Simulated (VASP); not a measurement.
A run of VASP 6.6.1:

The input INCAR:

```
ALGO = Normal
EDIFF = 1E-6
ENCUT = 520
ISIF = 2
ISMEAR = 0
LASPH = True
LCHARG = False
LREAL = False
LWAVE = False
NBANDS = 16
NELM = 100
PREC = Accurate
SIGMA = 0.1
```

Contents of KPOINTS:

```
k-points
0
Gamma
  9 9 4
```

POSCAR

```
BN
1.0
    2.5539396000      0.0000000000      0.0000000000
   -1.2769698000      2.2117765700      0.0000000000
    0.0000000000      0.0000000000      4.2268550000
B N
2 2
Direct
    0.6666666700      0.3333333300      0.9997240000
    0.3333333300      0.6666666700      0.4997240000
    0.6666666700      0.3333333300      0.6252760000
    0.3333333300      0.6666666700      0.1252760000
```

Potentials or basis: VASP PAW LDA potentials, release 64 (B, N).

Command:

```console
$ cat potpaw_LDA.64/B/POTCAR potpaw_LDA.64/N/POTCAR > POTCAR
$ mpirun -np 1 vasp_std > vasp.out
```

Hardware: 1 thread of Intel(R) Xeon(R) 6975P-C (Granite Rapids) (shared host).

Problem. How long does it take, and how much memory?

Solution. Run time: 4.6 s on 1 thread of Intel(R) Xeon(R) 6975P-C (Granite Rapids), on a shared host, peak memory 0.12 GiB. Counts: scf iterations 12, k points 36.
